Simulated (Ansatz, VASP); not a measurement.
One calculation of Si2P3, two programs

```xyz
5
Lattice="4.2138 0.0000 0.0000 -2.1069 3.6493 0.0000 0.0000 0.0000 5.0878" Properties=species:S:1:pos:R:3 pbc="T T T"
Si    0.0000    2.4328    0.7021
Si    2.1069    1.2164    4.3857
P     0.0000    0.0000    0.0000
P     0.0000    2.4328    3.1799
P     2.1069    1.2164    1.9079
```

Alike in both runs: task single point; functional PBE; k mesh 6 × 6 × 4; occupations gaussian, width 0.1 eV; no spin polarisation.

```csv
,VASP,Ansatz
version,VASP 6.6.1,Ansatz 0.2.0
potentials or method,"VASP PAW PBE potentials, release 64 (Si, P), cutoff 520 eV","scalar-relativistic, plane waves, PAW"
valence electrons in the cell,23,23
```

|  | VASP | Ansatz | Ansatz less VASP |
| --- | --- | --- | --- |
| gap on the k mesh at the Fermi level (eV) | none | none | - |
| pressure (GPa) | 0.8 | 0.9 | +0.09 |
| traceless stress, the component that is largest in VASP (GPa) | 0.81 | 0.81 | -0.008 |
| rms of the force components (eV/Å) | 0.418 | 0.415 | -0.0022 |

Atom by atom the forces differ by 0.003 eV/Å (rms over components). A gap of «none» marks a metal or a gap that the smearing closes. The functional is the same, so the differences come from potentials, cutoffs and numerics.
